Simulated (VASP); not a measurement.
Input of a VASP 6.6.1 run:

File INCAR:

```
ALGO = Normal
EDIFF = 1E-8
ENCUT = 520
GGA = PE
GGA_COMPAT = False
ISIF = 2
ISMEAR = -1
KPAR = 4
LASPH = True
LCHARG = False
LEFG = True
LREAL = False
LWAVE = False
NBANDS = 89
NELM = 120
PREC = Accurate
SIGMA = 0.05
```

KPOINTS

```
k-points
0
Gamma
  6 5 4
```

File POSCAR:

```
Tl2PdC4N4
1.0
    6.2770000000      0.0000000000      0.0000000000
    0.0000000000      7.4370000000      0.0000000000
   -3.8480653468      0.0000000000      9.2783380759
Tl Pd C N
4 2 8 8
Direct
    0.3129200000      0.8498400000      0.0843200000
    0.6870800000      0.3498400000      0.4156800000
    0.6870800000      0.1501600000      0.9156800000
    0.3129200000      0.6501600000      0.5843200000
    0.0000000000      0.5000000000      0.0000000000
    0.0000000000      0.0000000000      0.5000000000
    0.2695000000      0.3356000000      0.0621000000
    0.7305000000      0.8356000000      0.4379000000
    0.7305000000      0.6644000000      0.9379000000
    0.2695000000      0.1644000000      0.5621000000
    0.9903000000      0.4979000000      0.7977000000
    0.0097000000      0.9979000000      0.7023000000
    0.0097000000      0.5021000000      0.2023000000
    0.9903000000      0.0021000000      0.2977000000
    0.4295000000      0.2375000000      0.1019000000
    0.5705000000      0.7375000000      0.3981000000
    0.5705000000      0.7625000000      0.8981000000
    0.4295000000      0.2625000000      0.6019000000
    0.9842000000      0.4975000000      0.6842000000
    0.0158000000      0.9975000000      0.8158000000
    0.0158000000      0.5025000000      0.3158000000
    0.9842000000      0.0025000000      0.1842000000
```

Potentials or basis: VASP PAW PBE potentials, release 64 (Tl_d, Pd, C, N).

Run with:

```console
$ cat potpaw_PBE.64/Tl_d/POTCAR potpaw_PBE.64/Pd/POTCAR potpaw_PBE.64/C/POTCAR potpaw_PBE.64/N/POTCAR > POTCAR
$ mpirun -np 4 vasp_std > vasp.out
```

Problem. What does it give for the pressure?

Solution. 3.7 GPa.

Problem. What does it give for the largest force?

Solution. 6.287 eV/Å.

Problem. Estimate the band gap on the k mesh.

Solution. 2.75 eV (least direct gap 2.99 eV).

Forces on the atoms (eV/Å):
```
Tl  -0.033  0.027 -0.030
Tl   0.033  0.027  0.030
Tl   0.033 -0.027  0.030
Tl  -0.033 -0.027 -0.030
Pd   0.000  0.000  0.000
Pd   0.000  0.000  0.000
C    0.314 -0.243  0.151
C   -0.314 -0.243 -0.151
C   -0.314  0.243 -0.151
C    0.314  0.243  0.151
C   -2.224  0.032  5.880
C    2.224  0.032 -5.880
C    2.224 -0.032 -5.880
C   -2.224 -0.032  5.880
N   -0.348  0.258 -0.164
N    0.348  0.258  0.164
N    0.348 -0.258  0.164
N   -0.348 -0.258 -0.164
N    2.151 -0.023 -5.625
N   -2.151 -0.023  5.625
N   -2.151  0.023  5.625
N    2.151  0.023 -5.625
```

Caveat: the stress differs along the axes, from 1 to 9 GPa; without QUAD_EFG the Cq values of the log hold for a quadrupole moment of 1 mb, not for the nuclei; spin-orbit coupling is left out, which moves the levels of the heavy elements; forces of over 1 eV/Å act on the atoms, so gaps and moduli don't describe the material at rest. PBE gaps usually lie below the measured ones, often by a third to a half.
